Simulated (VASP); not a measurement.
**InGaN: relaxation of cell and atoms with PBE**

InGaN:

```
CELL_PARAMETERS angstrom
2.96037 0.00000 0.00000
0.00000 2.96037 0.00000
0.00000 0.00000 5.73129
ATOMIC_POSITIONS crystal
In 0.00000 0.00000 0.50000
Ga 0.50000 0.50000 0.00000
N 0.00000 0.00000 0.00000
```

```
Program                : VASP 6.6.1
Task                   : relaxation of cell and atoms
Functional             : PBE
Potentials or basis    : VASP PAW PBE potentials, release 64 (In_d, Ga_d, N)
Cutoff                 : 600 eV
k mesh                 : 16 × 16 × 8
Occupations            : gaussian, width 0.1 eV
Spin                   : no spin polarisation
Dipole correction      : no
Further INCAR settings : ALGO = Normal; EDIFF = 1e-07; IBRION = 2; EDIFFG = -0.01; NSW = 100; ISIF = 3
```

```yaml
Relaxed_volume: 16.83 Å³/atom
Relaxed_cell: a = 2.954 Å, b = 2.954 Å, c = 5.787 Å, α = 90.00°, β = 90.00°, γ = 90.00°
Space_group_after_relaxing_to_0.05_Å: P4/mmm (No. 123)
Energy_gained_by_relaxing: 0.4 meV/atom
Ionic_steps: 5
Pressure_after_relaxing: 0.0 GPa
```

Stress tensor (GPa, compression positive):
```
-0.06  0.00  0.00
 0.00 -0.06  0.00
 0.00  0.00  0.03
```

Step by step:
```csv
step,energy change (eV),largest force (eV/Å),pressure (GPa),volume (Å³)
1,0.0000,0.0000,-0.09,50.23
2,-0.0005,0.0000,0.22,50.16
3,-0.0006,0.0000,0.32,50.13
4,-0.0010,0.0000,0.11,50.35
5,-0.0011,0.0000,-0.03,50.48
```

Final structure:
```yaml
crystal:
  lattice:
    - [2.95356, 0.00000, 0.00000]
    - [0.00000, 2.95356, 0.00000]
    - [0.00000, 0.00000, 5.78703]
  atoms:
    - { symbol: In, position: [0.00000, 0.00000, 0.50000] }
    - { symbol: Ga, position: [0.50000, 0.50000, 0.00000] }
    - { symbol: N, position: [0.00000, 0.00000, 0.00000] }
```

Levels at points of the mesh, in eV from the Fermi level:
```tsv
k point	band 14	band 15	band 16	band 17	band 18	band 19
(0.00, 0.00, 0.00)	-2.52	-2.52	-0.11	2.04	8.10	9.06
(0.50, 0.00, 0.00)	-3.04	-2.34	-0.87	0.72	4.80	5.55
(0.50, 0.50, 0.00)	-2.08	-2.05	0.64	0.64	1.06	3.66
(0.00, 0.00, 0.50)	-2.50	-2.50	-2.08	2.21	5.45	8.87
(0.50, 0.00, 0.50)	-3.36	-0.86	-0.59	2.26	3.69	4.02
(0.50, 0.50, 0.50)	-2.33	-2.03	0.26	0.26	2.35	2.68
```

Wall time 8.7 min on 1 thread of Intel(R) Xeon(R) 6975P-C (Granite Rapids), on a shared host, peak memory 0.42 GiB.

Caveat: spin-orbit coupling is left out, which moves the levels of the heavy elements.
